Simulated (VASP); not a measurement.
V: single point with r2SCAN

Crystal: V.

```
V
1.0
    -1.47089    1.47089    1.47089
     1.47089   -1.47089    1.47089
     1.47089    1.47089   -1.47089
V
1
Direct
  0.00000 0.00000 0.00000
```

This cell differs from its parent crystal: volume scaled by 0.960.

```
Program                : VASP 6.6.1
Task                   : single point
Functional             : r2SCAN
Potentials or basis    : VASP PAW PBE potentials, release 64 (V_sv)
Cutoff                 : 520 eV
k mesh                 : 20 × 20 × 20
Occupations            : gaussian, width 0.05 eV
Spin                   : no spin polarisation
Dipole correction      : no
Further INCAR settings : ALGO = Normal; EDIFF = 1e-06; NBANDS = 12
```

The pressure is 9.4 GPa.

Levels at points of the mesh, in eV from the Fermi level:
```tsv
k point	band 5	band 6	band 7	band 8	band 9	band 10
(0.00, 0.00, 0.00)	-7.17	0.50	0.50	0.50	2.83	2.83
(0.50, 0.00, 0.00)	-3.54	-1.26	1.75	2.82	3.25	4.62
(0.50, 0.50, 0.50)	-3.39	-3.39	4.18	4.18	4.18	11.22
```

Wall time 71 s on 1 thread of AMD EPYC 9R45 96-Core Processor (Zen 5) (shared host), peak memory 0.13 GiB.

Caveat: the PAW data sets were made with another functional, which shifts forces and pressure a little.
